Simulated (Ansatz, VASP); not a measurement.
Sc3BP2: VASP beside Ansatz

```
Sc B P
1.0
     3.64430    0.00000    0.00000
     0.00000    3.64430    0.00000
     0.00000    0.00000    7.36260
Sc B P
3 1 2
Direct
  0.50000 0.00000 0.65435
  0.00000 0.50000 0.34565
  0.50000 0.50000 0.00000
  0.00000 0.00000 0.00000
  0.50000 0.00000 0.28687
  0.00000 0.50000 0.71313
```

Change from the starting cell: species swapped into the Ti2CuSb3 type (P-4m2, No. 115).

Alike in both runs: functional PBE; k mesh 8 × 8 × 4; occupations gaussian, width 0.1 eV; no spin polarisation.

Ansatz relaxed the structure, and its values are those at the end. VASP's run is a single point on that final structure, the one shown.

|  | VASP | Ansatz |
| --- | --- | --- |
| version | VASP 6.6.1 | Ansatz 0.2.0 |
| potentials or method | VASP PAW PBE potentials, release 64 (Sc_sv, B, P), cutoff 520 eV | scalar-relativistic, plane waves, PAW |
| valence electrons in the cell | 46 | 46 |

|  | VASP | Ansatz | Ansatz less VASP |
| --- | --- | --- | --- |
| gap on the k mesh at the Fermi level (eV) | none | none | - |
| pressure (GPa) | 0.2 | 0.0 | -0.21 |
| rms of the force components (eV/Å) | 0.004 | 0.001 | -0.0028 |

A gap of «none» marks a metal or a gap that the smearing closes.
